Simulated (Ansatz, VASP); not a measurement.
# ZnCu: VASP beside Ansatz

File INCAR:

```
SYSTEM = ZnCu
ALGO = Normal ; EDIFF = 1E-6
ENCUT = 520 ; GGA = PS
ISIF = 2 ; ISMEAR = -1
LASPH = .True. ; LCHARG = .False.
LREAL = .False. ; LWAVE = .False.
NBANDS = 18 ; NELM = 60
PREC = Accurate ; SIGMA = 0.05
```

Contents of KPOINTS:

```
k-points
0
Gamma
  9 9 9
  0 0 0
```

File POSCAR:

```
ZnCu
1.0
    2.9252343038      0.0000000000      0.0000000000
    0.0000000000      2.9252343038      0.0000000000
    0.0000000000      0.0000000000      2.9252343038
Zn Cu
1 1
Direct
    0.5000000000      0.5000000000      0.5000000000
    0.0000000000      0.0000000000      0.0000000000
```

input.yaml

```yaml
crystal:
  lattice:
    - [2.9252343038, 0.0, 0.0]
    - [0.0, 2.9252343038, 0.0]
    - [0.0, 0.0, 2.9252343038]
  atoms:
    - { symbol: Zn, position: [0.5, 0.5, 0.5] }
    - { symbol: Cu, position: [0.0, 0.0, 0.0] }
kpoints:
  mp_grid: { grid: [9, 9, 9] }
scf:
  occupations: { method: fermi_dirac, width: 0.05 }
hamiltonian:
  xc: pbesol
  pseudopotentials: { kind: all_electron, lapw: { basis_error: 0.0005 } }
output:
  forces: true
  stress: true
  eigenvalues: true
```

Change from the starting cell: volume scaled by 0.98.

Alike in both runs: task single point; functional PBEsol; k mesh 9 × 9 × 9; occupations fermi-dirac, width 0.05 eV; no spin polarisation.

```csv
,VASP,Ansatz
version,VASP 6.6.1,Ansatz 0.2.0
potentials or method,"VASP PAW PBE potentials, release 64 (Zn, Cu), cutoff 520 eV","all-electron LAPW, scalar-relativistic"
```

VASP gave:

| Item | Value |
| --- | --- |
| gap on the k mesh at the Fermi level (eV) | none |
| pressure (GPa) | -1.4 |

Problem. What did Ansatz give for the same quantities?

Solution. gap on the k mesh at the Fermi level (eV): none; pressure (GPa): -2.0.

VASP's potentials were made for PBE, not for PBEsol. A gap of «none» marks a metal or a gap that the smearing closes. Ansatz ran all-electron here, and VASP with PAW potentials.
